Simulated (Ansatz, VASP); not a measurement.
# Two plane-wave programs on Li3TeH

```
Li Te H
1.0
     4.19228    0.00000    0.00000
     0.00000    4.19228    0.00000
     0.00000    0.00000    4.19228
Li Te H
3 1 1
Direct
  0.50000 0.00000 0.50000
  0.00000 0.50000 0.50000
  0.50000 0.50000 0.00000
  0.00000 0.00000 0.00000
  0.50000 0.50000 0.50000
```

Alike in both runs: task relaxation of cell and atoms; functional r2SCAN; k mesh 6 × 6 × 6; occupations gaussian, width 0.02 eV; no spin polarisation.

|  | VASP | Ansatz |
| --- | --- | --- |
| version | VASP 6.6.1 | Ansatz 0.2.0 |
| potentials or method | VASP PAW PBE potentials, release 64 (Li_sv, Te, H), cutoff 600 eV | scalar-relativistic, plane waves, PAW |
| valence electrons in the cell | 16 | 26 |

Ansatz gave:

```
gap on the k mesh at the Fermi level, each at its own relaxed structure (eV) : 3.41
relaxed volume (Å³/atom)                                                     : 14.80
relaxed cell length with the largest relative difference (Å)                 : 4.198
```

Q: What did VASP give for the same quantities?

A: gap on the k mesh at the Fermi level, each at its own relaxed structure (eV): 3.52; relaxed volume (Å³/atom): 14.64; relaxed cell length with the largest relative difference (Å): 4.183.

VASP's potentials were made for PBE, not for r2SCAN. VASP's potentials hold 16 valence electrons a cell and Ansatz's 26, so a difference there can come from the potentials and not from the codes.

Neither program's run includes spin-orbit coupling. Noted on VASP's run: the cutoff is short for stress, so the pressure is rough.
